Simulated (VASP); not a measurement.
# KZnF3 (Pm-3m) in VASP: further runs, part 2 of 2

VASP 6.6.1.

## 4. Single point, PBE

This run uses another cell than the first one, of 13.54 Å³/atom, 1.056 times its volume.

The input, INCAR:

```
PREC = Accurate
ENCUT = 520
EDIFF = 1E-6
ISMEAR = 0
SIGMA = 0.02
LREAL = F
LASPH = T
NELM = 100
ALGO = Normal
ISIF = 2
LWAVE = F
LCHARG = F
GGA = PE
NBANDS = 29
```

The input, KPOINTS:

```
regular mesh
0
Gamma
  6 6 6
```

The input, POSCAR:

```
KZnF3
1.0
    4.0751574458      0.0000000000      0.0000000000
    0.0000000000      4.0751574458      0.0000000000
    0.0000000000      0.0000000000      4.0751574458
K Zn F
1 1 3
Direct
    0.0000000000      0.0000000000      0.0000000000
    0.5000000000      0.5000000000      0.5000000000
    0.0000000000      0.5000000000      0.5000000000
    0.5000000000      0.0000000000      0.5000000000
    0.5000000000      0.5000000000      0.0000000000
```

Potentials or basis: VASP PAW PBE potentials, release 64 (K_sv, Zn, F).

The run is started by

```
> cat potpaw_PBE.64/K_sv/POTCAR potpaw_PBE.64/Zn/POTCAR potpaw_PBE.64/F/POTCAR > POTCAR
> mpirun -np 1 vasp_std > vasp.out
```

OUTCAR:

```text
PREC = Accurate
   ENCUT = 520
   EDIFF = 1E-6
   ISMEAR = 0
   LREAL = F
   LASPH = T
   NELM = 100
   ISIF = 2
   GGA = PE

 ion  position               nearest neighbor table
   1  0.000  0.000  0.000-
   2  0.500  0.500  0.500-   3 2.04   4 2.04   5 2.04   5 2.04   4 2.04   3 2.04
   3  0.000  0.500  0.500-   2 2.04   2 2.04
   4  0.500  0.000  0.500-   2 2.04   2 2.04
   5  0.500  0.500  0.000-   2 2.04   2 2.04

  LATTYP: Found a simple cubic cell.
 ALAT       =     4.0751574458

  Lattice vectors:

 A1 = (   4.0751574458,   0.0000000000,   0.0000000000)
 A2 = (   0.0000000000,   4.0751574458,   0.0000000000)
 A3 = (   0.0000000000,   0.0000000000,   4.0751574458)

Analysis of symmetry for initial positions (statically):
=====================================================================
 Subroutine PRICEL returns:
 Original cell was already a primitive cell.

 Routine SETGRP: Setting up the symmetry group for a
 simple cubic supercell.

 Subroutine GETGRP returns: Found 48 space group operations
 (whereof 48 operations were pure point group operations)
 out of a pool of 48 trial point group operations.

The static configuration has the point symmetry O_h .

Analysis of symmetry for dynamics (positions and initial velocities):
=====================================================================
 Subroutine PRICEL returns:
 Original cell was already a primitive cell.

 Routine SETGRP: Setting up the symmetry group for a
 simple cubic supercell.

 Subroutine GETGRP returns: Found 48 space group operations
 (whereof 48 operations were pure point group operations)
 out of a pool of 48 trial point group operations.

The dynamic configuration has the point symmetry O_h .
[... 114 lines left out ...]
   EFERMI =   0.00;   METHOD = LEGACY
   ISMEAR =     0;   SIGMA  =   0.02  broadening in eV -4-tet -1-fermi 0-gaus
   EFERMI_NEDOS =   21; number of points for ismear=-14 and -15
   IALGO  =     38    algorithm
   IMIX   =      4    mixing-type and parameters
     AMIX     =   0.40;   BMIX     =  1.00
     AMIX_MAG =   1.60;   BMIX_MAG =  1.00
  volume/ion in A,a.u.               =      13.54        91.34
  Fermi-wavevector in a.u.,A,eV,Ry     =   1.396412  2.638836 26.530900  1.949966
  Thomas-Fermi vector in A             =   2.519769
   LORBIT       =      0    0 simple, 1 ext, 2 COOP (PROOUT), +10 PAW based schemes
   GGA     = PE    functional components
   LHFCALC =     F    Hartree Fock is set to
   AEXX    =    0.0000 exact exchange contribution
   IVDW    =     0    specifies the selected vdW correction
   LEPSILON=     F    determine dielectric tensor
   LRPA    =     F    only Hartree local field effects (RPA)
 non-spin polarized calculation
 Gauss-broadening in eV      SIGMA  =   0.02
  energy-cutoff  :      520.00
  volume of cell :       67.68
 maximum number of plane-waves:      1856
   NGX = 15   NGY = 15   NGZ = 15

 number of electron      41.9999969 magnetization

 Free energy of the ion-electron system (eV)
  ---------------------------------------------------
  ext. energy  EPLUGINS =         0.00000000
  ---------------------------------------------------
  free energy    TOTEN  =       -20.29888449 eV

  energy without entropy =      -20.29888449  energy(sigma->0) =      -20.29888449

 E-fermi :  -0.7771     XC(G=0):  -9.7833

 val. band max:       -0.9464741067   @ k =   0.5000   0.5000   0.5000
 cond. band min:       2.7996468711   @ k =   0.0000   0.0000   0.0000
 fundamental gap:      3.7461209778
 Fermi energy:        -0.7771220290

 k-point     1 :       0.0000    0.0000    0.0000
  band No.  band energies     occupation
      1     -27.9788      2.00000
      2     -22.4028      2.00000
      3     -21.8012      2.00000
      4     -21.8012      2.00000
      5     -11.4623      2.00000
      6     -11.4623      2.00000
[... 629 lines left out ...]
     28      11.6028      0.00000
     29      12.4792      0.00000

------------------------ aborting loop because EDIFF is reached ----------------------------------------

  FORCE on cell =-STRESS in cart. coord.  units (eV):
  Direction    XX          YY          ZZ          XY          YZ          ZX
  --------------------------------------------------------------------------------------
  -------------------------------------------------------------------------------------
  Total        1.3720222      1.3720222      1.3720222      0.0000000     -0.0000000      0.0000000
  in kB       32.4816838     32.4816838     32.4816838      0.0000000     -0.0000000      0.0000000
  external PRESSURE =      32.4816838 kB  Pullay stress =       0.0000000 kB

 VOLUME and BASIS-vectors are now :
 -----------------------------------------------------------------------------
  energy-cutoff  :      520.00
  volume of cell :       67.68
      direct lattice vectors                 reciprocal lattice vectors
     4.075157446  0.000000000  0.000000000     0.245389292  0.000000000  0.000000000
     0.000000000  4.075157446  0.000000000     0.000000000  0.245389292  0.000000000
     0.000000000  0.000000000  4.075157446     0.000000000  0.000000000  0.245389292

 POSITION                                       TOTAL-FORCE (eV/Angst)
 -----------------------------------------------------------------------------------
      0.00000      0.00000      0.00000         0.000000      0.000000      0.000000
      2.03758      2.03758      2.03758         0.000000      0.000000      0.000000
      0.00000      2.03758      2.03758         0.000000      0.000000      0.000000
      2.03758      0.00000      2.03758         0.000000      0.000000      0.000000
      2.03758      2.03758      0.00000         0.000000      0.000000      0.000000
 -----------------------------------------------------------------------------------
    total drift:                                0.000000      0.000000     -0.000000

  FREE ENERGIE OF THE ION-ELECTRON SYSTEM (eV)
  ---------------------------------------------------
  free  energy   TOTEN  =       -20.2988844864 eV

  energy  without entropy=      -20.2988844864  energy(sigma->0) =      -20.29888449
```

OSZICAR:

```text
N       E                     dE             d eps       ncg     rms          rms(c)
DAV:   1     0.435283862081E+03    0.43528E+03   -0.22012E+04  1160   0.174E+03
DAV:   2     0.188299127107E+02   -0.41645E+03   -0.39470E+03  1252   0.446E+02
DAV:   3    -0.215548537225E+02   -0.40385E+02   -0.40052E+02  1392   0.143E+02
DAV:   4    -0.225531368507E+02   -0.99828E+00   -0.99572E+00  1732   0.211E+01
DAV:   5    -0.225691898066E+02   -0.16053E-01   -0.16046E-01  1452   0.230E+00    0.112E+01
DAV:   6    -0.202650430057E+02    0.23041E+01   -0.64871E+00  1651   0.349E+01    0.680E+00
DAV:   7    -0.203247337757E+02   -0.59691E-01   -0.14219E+00  1270   0.735E+00    0.441E+00
DAV:   8    -0.203385183371E+02   -0.13785E-01   -0.50172E-01  1510   0.133E+01    0.163E+00
DAV:   9    -0.203009290460E+02    0.37589E-01   -0.89731E-02  1743   0.857E+00    0.536E-01
DAV:  10    -0.202987757753E+02    0.21533E-02   -0.56132E-02  1692   0.503E+00    0.235E-01
DAV:  11    -0.202989156518E+02   -0.13988E-03   -0.90821E-03  1392   0.943E-01    0.101E-01
DAV:  12    -0.202990581240E+02   -0.14247E-03   -0.34436E-04  1318   0.239E-01    0.112E-01
DAV:  13    -0.202988763455E+02    0.18178E-03   -0.11178E-03  1710   0.102E+00    0.195E-02
DAV:  14    -0.202988848217E+02   -0.84762E-05   -0.14113E-04  1589   0.175E-01    0.829E-03
DAV:  15    -0.202988845955E+02    0.22616E-06   -0.10839E-05  1345   0.253E-02    0.342E-03
DAV:  16    -0.202988844864E+02    0.10909E-06   -0.70487E-07   710   0.732E-03
   1 F= -.20298884E+02 E0= -.20298884E+02  d E =-.267217E-34
```

stdout:

```text
POSCAR found type information on POSCAR K ZnF
 POSCAR found :  3 types and       5 ions
 scaLAPACK will be used
 LDA part: xc-table for (Slater+PW92), standard interpolation
 POSCAR, INCAR and KPOINTS ok, starting setup
 FFT: planning ... GRIDC
 FFT: planning ... GRID_SOFT
 FFT: planning ... GRID
 WAVECAR not read
 entering main loop
```

Wall time 35 s (1 thread of Intel Xeon Platinum 8259CL at 2.50GHz (Skylake/Cascade Lake), shared host); peak memory 0.19 GiB.

What came out:

```
Free energy            : -20.2989 eV
Pressure               : 3.2 GPa
Band gap on the k mesh : 3.75 eV, indirect (least direct gap 5.50 eV)
```

Levels at points of the mesh, in eV from the valence-band top:
| k point | band 18 | band 19 | band 20 | band 21 | band 22 | band 23 | band 24 | band 25 |
| --- | --- | --- | --- | --- | --- | --- | --- | --- |
| (0.00, 0.00, 0.00) | -1.94 | -1.75 | -1.75 | -1.75 | 3.75 | 8.77 | 8.77 | 9.36 |
| (0.50, 0.00, 0.00) | -1.91 | -1.62 | -1.62 | -1.57 | 6.47 | 8.28 | 9.70 | 11.09 |
| (0.50, 0.50, 0.00) | -1.71 | -1.71 | -1.40 | 0.00 | 7.96 | 10.09 | 10.09 | 10.14 |
| (0.50, 0.50, 0.50) | -1.39 | -1.39 | 0.00 | 0.00 | 8.45 | 8.45 | 8.45 | 10.08 |

## 5. Single point, PBE

This run uses another cell than the first one, of 14.06 Å³/atom, 1.097 times its volume.

The input, INCAR:

```
SYSTEM = KZnF3
PREC = Accurate
ENCUT = 520
EDIFF = 1E-7
ISMEAR = 0
SIGMA = 0.02
LREAL = .FALSE.
LASPH = .TRUE.
NELM = 80
ALGO = Normal
ISIF = 2
LWAVE = .FALSE.
LCHARG = .FALSE.
GGA = PE
NBANDS = 29
```

The input, KPOINTS:

```
regular mesh
0
G
  6 6 6
  0 0 0
```

Edit POSCAR of step 4 so:

```diff
@@ -2,5 +2,5 @@
 1.0
-    4.0751574458      0.0000000000      0.0000000000
-    0.0000000000      4.0751574458      0.0000000000
-    0.0000000000      0.0000000000      4.0751574458
+    4.1275588152      0.0000000000      0.0000000000
+    0.0000000000      4.1275588152      0.0000000000
+    0.0000000000      0.0000000000      4.1275588152
 K Zn F
```

The run is started by

```
> cat potpaw_PBE.64/K_sv/POTCAR potpaw_PBE.64/Zn/POTCAR potpaw_PBE.64/F/POTCAR > POTCAR
> mpirun -np 1 vasp_std > vasp.out
```

It took 35 s on 1 thread of Intel Xeon Platinum 8259CL at 2.50GHz (Skylake/Cascade Lake), shared host; peak memory 0.19 GiB.

Results (log left out):

| Item | Value |
| --- | --- |
| Free energy | -20.3317 eV |
| Pressure | 0.2 GPa |
| Band gap on the k mesh | 3.65 eV, indirect (least direct gap 5.19 eV) |

Levels at points of the mesh, in eV from the valence-band top:
```
           k point  band 19  band 20  band 21  band 22  band 23  band 24
(0.00, 0.00, 0.00)    -1.54    -1.54    -1.54     3.65     8.93     8.93
(0.50, 0.00, 0.00)    -1.55    -1.47    -1.47     6.28     8.25     9.81
(0.50, 0.50, 0.00)    -1.55    -1.20     0.00     7.79     9.97     9.97
(0.50, 0.50, 0.50)    -1.18     0.00     0.00     8.50     8.50     8.50
```

A k mesh can miss the band edges. Expect the measured gap to be larger: semilocal functionals such as PBE lack the derivative discontinuity.

## 6. Single point, PBE

This run uses another cell than the first one, of 14.75 Å³/atom, 1.150 times its volume.

The input, INCAR:

```
SYSTEM = KZnF3
PREC = Accurate ; ENCUT = 520
EDIFF = 1E-7 ; ISMEAR = 0
SIGMA = 0.02 ; LREAL = .False.
LASPH = .True. ; NELM = 100
ALGO = Normal ; ISIF = 2
LWAVE = .False. ; LCHARG = .True.
GGA = PE ; LELF = .True.
LVHAR = .True. ; NBANDS = 29
```

The input, KPOINTS:

```
regular mesh
0
Gamma
  6 6 6
  0 0 0
```

Edit POSCAR of step 5 so:

```diff
@@ -2,5 +2,5 @@
 1.0
-    4.1275588152      0.0000000000      0.0000000000
-    0.0000000000      4.1275588152      0.0000000000
-    0.0000000000      0.0000000000      4.1275588152
+    4.1937113962      0.0000000000      0.0000000000
+    0.0000000000      4.1937113962      0.0000000000
+    0.0000000000      0.0000000000      4.1937113962
 K Zn F
```

Potentials or basis: VASP PAW PBE potentials, release 64 (K_sv, Zn, F).

The run is started by

```
> cat potpaw_PBE.64/K_sv/POTCAR potpaw_PBE.64/Zn/POTCAR potpaw_PBE.64/F/POTCAR > POTCAR
> mpirun -np 1 vasp_std > vasp.out
```

Wall time 44 s (1 thread of Intel Xeon Platinum 8259CL at 2.50GHz (Skylake/Cascade Lake), shared host); peak memory 0.19 GiB.

Results (log left out):

```yaml
Free_energy: -20.3087 eV
Pressure: -2.8 GPa
Band_gap_on_the_k_mesh: 3.53 eV, indirect (least direct gap 4.82 eV)
```

Levels at points of the mesh, in eV from the valence-band top:
| k point | band 19 | band 20 | band 21 | band 22 | band 23 | band 24 |
| --- | --- | --- | --- | --- | --- | --- |
| (0.00, 0.00, 0.00) | -1.29 | -1.29 | -1.29 | 3.53 | 9.09 | 9.09 |
| (0.50, 0.00, 0.00) | -1.41 | -1.27 | -1.27 | 6.05 | 8.19 | 9.92 |
| (0.50, 0.50, 0.00) | -1.35 | -0.96 | 0.00 | 7.55 | 9.81 | 9.81 |
| (0.50, 0.50, 0.50) | -0.94 | 0.00 | 0.00 | 8.53 | 8.53 | 8.53 |

A k mesh can miss the band edges. Expect the measured gap to be larger: semilocal functionals such as PBE lack the derivative discontinuity.

## 7. Summary

| cell | gap on the mesh (eV) | pressure (GPa) |
| --- | --- | --- |
| a = 4.002 Å, 5 atoms | 3.88 | 8.5 |
| a = 4.075 Å, 5 atoms | 3.75 | 3.2 |
| a = 4.128 Å, 5 atoms | 3.65 | 0.2 |
| a = 4.194 Å, 5 atoms | 3.53 | -2.8 |

Alike in all rows: task single point; level PBE; potentials or basis VASP PAW PBE potentials, release 64 (K_sv, Zn, F); no spin polarisation; k mesh 6 × 6 × 6; cutoff (eV) 520; smearing gaussian 0.02 eV.

Total energies depend on the potentials used, so only differences within one code and one set of settings carry meaning.
